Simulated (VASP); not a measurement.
AgI: single point with PBEsol

AgI:

```
CELL_PARAMETERS angstrom
4.65087 0.00000 0.00000
-2.32544 4.02777 0.00000
0.00000 0.00000 7.59930
ATOMIC_POSITIONS crystal
Ag 0.33333 0.66667 0.00000
Ag 0.66667 0.33333 0.50000
I 0.33333 0.66667 0.37500
I 0.66667 0.33333 0.87500
```

- Program: VASP 6.6.1
- Task: single point
- Functional: PBEsol
- Potentials or basis: VASP PAW PBE potentials, release 64 (Ag, I)
- Cutoff: 500 eV
- k mesh: 6 × 6 × 2
- Occupations: gaussian, width 0.01 eV
- Spin: no spin polarisation

- Pressure: -1.8 GPa
- Largest force: 0.006 eV/Å
- Band gap on the k mesh: 1.24 eV

Forces in eV/Å, atoms in the order of the input:
```
Ag   0.000  0.000 -0.006
Ag   0.000  0.000 -0.006
I    0.000  0.000  0.006
I    0.000  0.000  0.006
```

Levels at points of the mesh, in eV from the valence-band top:
```tsv
k point	band 14	band 15	band 16	band 17	band 18	band 19	band 20	band 21	band 22	band 23
(0.00, 0.00, 0.00)	-0.67	-0.67	-0.06	0.00	0.00	1.24	2.55	5.73	5.73	5.89
(0.50, 0.00, 0.00)	-2.50	-2.08	-1.68	-0.97	-0.67	3.23	3.54	4.77	5.74	6.21
(0.00, 0.00, 0.50)	-1.63	-0.35	-0.35	-0.35	-0.35	2.54	2.54	5.54	5.54	6.03
(0.50, 0.00, 0.50)	-2.68	-1.17	-1.17	-1.16	-1.16	3.19	3.19	4.82	4.82	7.18
```

It took 61 s on 1 thread of Intel(R) Xeon(R) Platinum 8375C CPU @ 2.90GHz (Ice Lake) (shared host), peak memory 0.26 GiB.

Caveat: the PAW data sets were made with another functional, which shifts forces and pressure a little; spin-orbit coupling is left out, which moves the levels of the heavy elements.
